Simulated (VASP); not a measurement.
Write the native input for VASP 6.6.1 that does the following.

- Task: single point
- Functional: PBE
- Potentials or basis: VASP PAW PBE potentials, release 64 (Ti_sv, B)
- Cutoff: 520 eV
- k mesh: 6 × 6 × 1
- Occupations: gaussian, width 0.1 eV
- Spin: no spin polarisation
- Dipole correction: yes
- Further INCAR settings: ALGO = Normal; EDIFF = 1e-07; NBANDS = 86

The structure of Ti12B lies in POSCAR:

```
Ti12B
1.0
    5.8150893888      0.0000000000      0.0000000000
   -2.9075446944      5.0360151360      0.0000000000
    0.0000000000      0.0000000000     19.9935258287
Ti B
12 1
Direct
    0.3333333333      0.1666666667      0.2000647627
    0.3333333333      0.6666666667      0.2000647627
    0.8333333334      0.1666666667      0.2000647627
    0.8333333333      0.6666666667      0.2000647627
    0.1666666667      0.3333333333      0.3124429309
    0.1666666667      0.8333333333      0.3124429309
    0.6666666666      0.3333333333      0.3124429309
    0.6666666667      0.8333333333      0.3124429309
    0.0000000000      0.0000000000      0.4248138073
    0.0000000000      0.5000000000      0.4248138073
    0.5000000000      0.0000000000      0.4248138073
    0.5000000000      0.5000000000      0.4248138073
    0.0833333334      0.1666666667      0.5118340953
```

The input as run:

INCAR

```
PREC     = Accurate       # precision mode
ENCUT    = 520            # plane-wave cutoff, eV
EDIFF    = 1E-7           # SCF threshold, eV
ISMEAR   = 0              # smearing method
SIGMA    = 0.1            # smearing width, eV
LREAL    = F              # projectors in reciprocal space
LASPH    = T              # aspherical terms in the spheres
NELM     = 60             # most SCF steps
ALGO     = Normal         # electronic algorithm
ISIF     = 2              # what is computed and relaxed
LWAVE    = F              # write WAVECAR
LCHARG   = F              # write CHGCAR
LDIPOL   = T            
IDIPOL   = 3            
DIPOL    = 0.5 0.5 0.328
GGA      = PE             # functional
NBANDS   = 86             # bands
```

KPOINTS

```
Automatic mesh
0
Gamma
  6 6 1
```

Potentials or basis: VASP PAW PBE potentials, release 64 (Ti_sv, B).

Launch:

```console
$ cat potpaw_PBE.64/Ti_sv/POTCAR potpaw_PBE.64/B/POTCAR > POTCAR
$ mpirun -np 1 vasp_std > vasp.out
```

Results of the run:

| Item | Value |
| --- | --- |
| Largest force | 1.849 eV/Å |

Run time: 56 min on 1 thread of Intel(R) Xeon(R) Platinum 8259CL CPU @ 2.50GHz (Skylake/Cascade Lake), with other jobs on the host, peak memory 0.96 GiB.
